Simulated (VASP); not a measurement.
# Sb (P2_1/m) in VASP: single point with PBE+D3(BJ)

Aim: the single point of Sb with PBE+D3(BJ).

Everything below comes from runs of VASP 6.6.1. Logs are shortened: lines on timing, memory, paths and dates and some standing lists are left out, and cuts for length are marked.

## 1. The cell of the first run

Symmetry: P2_1/m, No. 11, monoclinic system. The conventional cell has a = 4.528 Å, b = 4.421 Å, c = 6.500 Å, α = 90.00°, β = 101.72°, γ = 90.00°. Within 3.8 Å of Sb (site symmetry m) lie 6 Sb at 2.91 to 3.70 Å. Sb (site symmetry m) has 6 Sb at 2.91 to 3.70 Å within 3.8 Å.

## 2. Single point, PBE+D3(BJ)

The input, INCAR:

```
PREC = Accurate
ENCUT = 520
EDIFF = 1E-7
ISMEAR = 0
SIGMA = 0.1
LREAL = False
LASPH = True
NELM = 100
ALGO = Normal
ISIF = 2
LWAVE = False
LCHARG = False
GGA = PE
IVDW = 12
NBANDS = 18
```

The input, KPOINTS:

```
regular mesh
0
Gamma
  10 10 8
```

The input, POSCAR:

```
Sb
1.0
    4.5277000000      0.0000000000      0.0000000000
    0.0000000000      4.4211000000      0.0000000000
   -1.3205190000      0.0000000000      6.3643480000
Sb
4
Direct
    0.6898895773      0.7500000000      0.2913496052
    0.1779766489      0.2500000000      0.2513858663
    0.8220233511      0.7500000000      0.7486141337
    0.3101104227      0.2500000000      0.7086503948
```

Potentials or basis: VASP PAW PBE potentials, release 64 (Sb).

Launch:

```
cat potpaw_PBE.64/Sb/POTCAR > POTCAR
mpirun -np 1 vasp_std > vasp.out
```

OUTCAR:

```text
PREC = Accurate
   ENCUT = 520
   EDIFF = 1E-7
   ISMEAR = 0
   LREAL = False
   LASPH = True
   NELM = 100
   ISIF = 2
   GGA = PE
   IVDW = 12
 IVDW          = 12

 ion  position               nearest neighbor table
   1  0.690  0.750  0.291-   3 2.91   2 3.17   2 3.17   2 3.18   2 3.18   3 3.70
   2  0.178  0.250  0.251-   4 2.91   1 3.17   1 3.17   1 3.18   1 3.18   4 3.70
   3  0.822  0.750  0.749-   1 2.91   4 3.17   4 3.17   4 3.18   4 3.18   1 3.70
   4  0.310  0.250  0.709-   2 2.91   3 3.17   3 3.17   3 3.18   3 3.18   2 3.70

  LATTYP: Found a simple monoclinic cell.
 ALAT       =     4.5277000000
 B/A-ratio  =     0.9764560373
 C/A-ratio  =     1.4355853266
 COS(beta)  =    -0.2031599047

  Lattice vectors:

 A1 = (   4.5277000000,   0.0000000000,   0.0000000000)
 A2 = (   0.0000000000,   4.4211000000,   0.0000000000)
 A3 = (  -1.3205190000,   0.0000000000,   6.3643480000)

Analysis of symmetry for initial positions (statically):
=====================================================================
 Subroutine PRICEL returns:
 Original cell was already a primitive cell.

 Routine SETGRP: Setting up the symmetry group for a
 simple monoclinic supercell.

 Subroutine GETGRP returns: Found  4 space group operations
 (whereof  2 operations were pure point group operations)
 out of a pool of  4 trial point group operations.

The static configuration has the point symmetry S_2 .
 The point group associated with its full space group is C_2h.

Analysis of symmetry for dynamics (positions and initial velocities):
=====================================================================
 Subroutine PRICEL returns:
 Original cell was already a primitive cell.

 Routine SETGRP: Setting up the symmetry group for a
 simple monoclinic supercell.

 Subroutine GETGRP returns: Found  4 space group operations
 (whereof  2 operations were pure point group operations)
 out of a pool of  4 trial point group operations.

The dynamic configuration has the point symmetry S_2 .
 The point group associated with its full space group is C_2h.

 Subroutine INISYM returns: Found  4 space group operations
 (whereof  2 operations are pure point group operations),
 and found     1 'primitive' translations

----------------------------------------------------------------------------------------

                                     Primitive cell

  volume of cell :     127.3978

  direct lattice vectors                    reciprocal lattice vectors
     4.527700000  0.000000000  0.000000000     0.220862690  0.000000000  0.045826120
     0.000000000  4.421100000  0.000000000     0.000000000  0.226188053  0.000000000
    -1.320519000  0.000000000  6.364348000     0.000000000  0.000000000  0.157125286

  length of vectors
     4.527700000  4.421100000  6.499899683     0.225566755  0.226188053  0.157125286

  position of ions in fractional coordinates (direct lattice)
     0.689889577  0.750000000  0.291349605
     0.177976649  0.250000000  0.251385866
     0.822023351  0.750000000  0.748614134
     0.310110423  0.250000000  0.708650395

  ion indices of the primitive-cell ions
   primitive index   ion index
                 1           1
                 2           2
                 3           3
                 4           4

----------------------------------------------------------------------------------------

 KPOINTS: regular mesh

Automatic generation of k-mesh.
 Grid dimensions read from file:
 generate k-points for:   10   10    8

 Generating k-lattice:

  Cartesian coordinates                     Fractional coordinates (reciprocal lattice)
     0.022086269  0.000000000  0.004582612     0.100000000  0.000000000  0.000000000
     0.000000000  0.022618805  0.000000000     0.000000000  0.100000000  0.000000000
     0.000000000  0.000000000  0.019640661     0.000000000  0.000000000  0.125000000

  Length of vectors
     0.022556676  0.022618805  0.019640661

  Shift w.r.t. Gamma in fractional coordinates (k-lattice)
     0.000000000  0.000000000  0.000000000

 Subroutine IBZKPT returns following result:
 ===========================================

 Found    252 irreducible k-points:

 Following reciprocal coordinates:
            Coordinates               Weight
  0.000000  0.000000  0.000000      1.000000
  0.100000  0.000000 -0.000000      2.000000
  0.200000  0.000000 -0.000000      2.000000
  0.300000  0.000000 -0.000000      2.000000
  0.400000  0.000000 -0.000000      2.000000
  0.500000  0.000000 -0.000000      1.000000
[... 16 lines left out ...]
  0.400000  0.300000 -0.000000      4.000000
  0.500000  0.300000 -0.000000      2.000000
 [... further k-points ...]
   k-points           NKPTS =    252   k-points in BZ     NKDIM =    252   number of bands    NBANDS=     18
   number of dos      NEDOS =    301   number of ions     NIONS =      4
   total plane-waves  NPLWV =  62208
   dimension x,y,z NGX =    36 NGY =   36 NGZ =   48
   dimension x,y,z NGXF=    72 NGYF=   72 NGZF=   96
   ions per type =               4
   NGX,Y,Z   is equivalent  to a cutoff of  13.22, 13.54, 12.28 a.u.
   NGXF,Y,Z  is equivalent  to a cutoff of  26.44, 27.07, 24.55 a.u.
 SYSTEM =  unknown system
   PREC   = accura    normal or accurate (medium, high low for compatibility)
   ISTART =      0    job   : 0-new  1-cont  2-samecut
   ICHARG =      2    charge: 1-file 2-atom 10-const
   ISPIN  =      1    spin polarized calculation?
   LNONCOLLINEAR =      F non collinear calculations
   LSORBIT =      F    spin-orbit coupling
   LASPH  =      T    aspherical Exc in radial PAW
   ENCUT  =  520.0 eV  38.22 Ry    6.18 a.u.   8.42  8.22 12.09*2*pi/ulx,y,z
   NELM   =    100;   NELMIN=  2; NELMDL= -5     # of ELM steps
   EDIFF  = 0.1E-06   stopping-criterion for ELM
   LREAL  =      F    real-space projection
   EDIFFG = 0.1E-05   stopping-criterion for IOM
   NSW    =      0    number of steps for IOM
   IBRION =     -1    ionic relax: 0-MD 1-quasi-New 2-CG
   NFREE  =      0    steps in history (QN), initial steepest desc. (CG)
   ISIF   =      2    stress and relaxation
   ISYM   =      2    0-nonsym 1-usesym 2-fastsym
   POTIM  = 0.5000    time-step for ionic-motion
   TEBEG  =    0.0;   TEEND  =   0.0 temperature during run
   PSTRESS=    0.0 pullay stress
   NELECT =      20.0000    total number of electrons
   NUPDOWN=      -1.0000    fix difference up-down
   EMIN   =  10.00;   EMAX   =-10.00  energy-range for DOS
   EFERMI =   0.00;   METHOD = LEGACY
   ISMEAR =     0;   SIGMA  =   0.10  broadening in eV -4-tet -1-fermi 0-gaus
   EFERMI_NEDOS =   21; number of points for ismear=-14 and -15
   IALGO  =     38    algorithm
   IMIX   =      4    mixing-type and parameters
     AMIX     =   0.40;   BMIX     =  1.00
     AMIX_MAG =   1.60;   BMIX_MAG =  1.00
  volume/ion in A,a.u.               =      31.85       214.93
  Fermi-wavevector in a.u.,A,eV,Ry     =   0.883143  1.668898 10.611741  0.779941
  Thomas-Fermi vector in A             =   2.003869
   LORBIT       =      0    0 simple, 1 ext, 2 COOP (PROOUT), +10 PAW based schemes
   GGA     = PE    functional components
   LHFCALC =     F    Hartree Fock is set to
   AEXX    =    0.0000 exact exchange contribution
   IVDW    =    12    specifies the selected vdW correction
   LEPSILON=     F    determine dielectric tensor
   LRPA    =     F    only Hartree local field effects (RPA)
 non-spin polarized calculation
 Gauss-broadening in eV      SIGMA  =   0.10
  energy-cutoff  :      520.00
  volume of cell :      127.40
 maximum number of plane-waves:      3456
 NGX is ok and might be reduce to    36
   NGX = 17   NGY = 17   NGZ = 25

 number of electron      20.0000000 magnetization

 Free energy of the ion-electron system (eV)
  ---------------------------------------------------
  ext. energy  EPLUGINS =         0.00000000
  ---------------------------------------------------
  free energy    TOTEN  =       -16.19049353 eV

  energy without entropy =      -16.18239551  energy(sigma->0) =      -16.18644452

 E-fermi :   6.3240     XC(G=0):  -9.3353

 val. band max:        6.3188448910   @ k =   0.0000   0.4000   0.3750
 cond. band min:       6.3240933016   @ k =   0.2000   0.1000  -0.0000
 fundamental gap:      0.0052484106
 Fermi energy:         6.3239820183

 k-point     1 :       0.0000    0.0000    0.0000
  band No.  band energies     occupation
      1      -5.6847      2.00000
      2      -3.3292      2.00000
      3      -1.1073      2.00000
      4       0.7248      2.00000
      5       1.7823      2.00000
      6       3.1489      2.00000
[... 10 lines left out ...]
     17      10.8480      0.00000
     18      11.6843      0.00000

 k-point     2 :       0.1000    0.0000   -0.0000
  band No.  band energies     occupation
      1      -5.6159      2.00000
      2      -3.2691      2.00000
      3      -1.3361      2.00000
      4       0.5971      2.00000
      5       1.6865      2.00000
      6       3.2337      2.00000
[... 10 lines left out ...]
     17      10.6543      0.00000
     18      11.6268      0.00000

 k-point     3 :       0.2000    0.0000   -0.0000
  band No.  band energies     occupation
      1      -5.4105      2.00000
      2      -3.0890      2.00000
      3      -1.9053      2.00000
      4       0.1277      2.00000
      5       1.7273      2.00000
      6       3.4872      2.00000
[... 10 lines left out ...]
     17      10.3212      0.00000
     18      11.8411      0.00000

 k-point     4 :       0.3000    0.0000   -0.0000
  band No.  band energies     occupation
      1      -5.0719      2.00000
      2      -2.7946      2.00000
      3      -2.6156      2.00000
      4      -0.5423      2.00000
      5       2.0316      2.00000
      6       3.9059      2.00000
[... 375 lines left out ...]
      4      -0.6985      2.00000
      5       1.7318      2.00000
      6       2.5116      2.00000
[... 10 lines left out ...]
     17      11.9020      0.00000
     18      12.2886      0.00000

 k-point    23 :       0.4000    0.3000   -0.0000
  band No.  band energies     occupation
      1      -4.1217      2.00000
      2      -3.2306      2.00000
      3      -1.8797      2.00000
      4      -1.0509      2.00000
      5       1.6997      2.00000
      6       2.5938      2.00000
[... 10 lines left out ...]
     17      11.7013      0.00000
     18      12.3351      0.00000

 k-point    24 :       0.5000    0.3000   -0.0000
  band No.  band energies     occupation
      1      -3.6973      2.00000
      2      -3.6455      2.00000
      3      -1.5171      2.00000
      4      -1.4201      2.00000
      5       2.0051      2.00000
      6       2.0503      2.00000
[... 10 lines left out ...]
     17      11.7581      0.00000
     18      12.0369      0.00000

 [... further k-points ...]

------------------------ aborting loop because EDIFF is reached ----------------------------------------

 Edisp (eV)   -1.78848

 E8    (eV) :    -0.8342

  FORCE on cell =-STRESS in cart. coord.  units (eV):
  Direction    XX          YY          ZZ          XY          YZ          ZX
  --------------------------------------------------------------------------------------
  -------------------------------------------------------------------------------------
  Total      -3.86714    -2.84010    -2.24081     0.00000     0.00000     0.28891
  in kB     -48.63382   -35.71757   -28.18084     0.00000     0.00000     3.63344
  external pressure =      -37.51 kB  Pullay stress =        0.00 kB

 VOLUME and BASIS-vectors are now :
 -----------------------------------------------------------------------------
  energy-cutoff  :      520.00
  volume of cell :      127.40
      direct lattice vectors                 reciprocal lattice vectors
     4.527700000  0.000000000  0.000000000     0.220862690  0.000000000  0.045826120
     0.000000000  4.421100000  0.000000000     0.000000000  0.226188053  0.000000000
    -1.320519000  0.000000000  6.364348000     0.000000000  0.000000000  0.157125286

 POSITION                                       TOTAL-FORCE (eV/Angst)
 -----------------------------------------------------------------------------------
      2.73888      3.31583      1.85425         0.001415     -0.000000     -0.020492
      0.47387      1.10528      1.59991        -0.000126     -0.000000     -0.020840
      2.73332      3.31583      4.76444         0.000126      0.000000      0.020840
      0.46830      1.10528      4.51010        -0.001415      0.000000      0.020492
 -----------------------------------------------------------------------------------
    total drift:                               -0.000000      0.000000     -0.000000

  FREE ENERGIE OF THE ION-ELECTRON SYSTEM (eV)
  ---------------------------------------------------
  free  energy   TOTEN  =       -17.9789750277 eV

  energy  without entropy=      -17.9708769989  energy(sigma->0) =      -17.97492601
```

Run time: 2.4 min. Hardware: 1 thread of Intel Xeon 6975P-C (Granite Rapids), shared host; peak memory 0.57 GiB.

Results:

| Quantity | Value |
| --- | --- |
| Free energy | -17.9790 eV |
| Pressure | -3.8 GPa |
| Largest force | 0.021 eV/Å |
| Band gap on the k mesh | zero (band 10 reaches 6.58 eV, above the bottom of band 11 at 5.99 eV) |
| Dispersion energy per atom | -0.447 eV |

Forces in eV/Å, atoms in the order of the input:
```
Sb   0.001  0.000 -0.020
Sb   0.000  0.000 -0.021
Sb   0.000  0.000  0.021
Sb  -0.001  0.000  0.020
```

Caveat: spin-orbit coupling is left out, which moves the levels of the heavy elements; pairwise dispersion overbinds metals, which lowers pressure and volume.
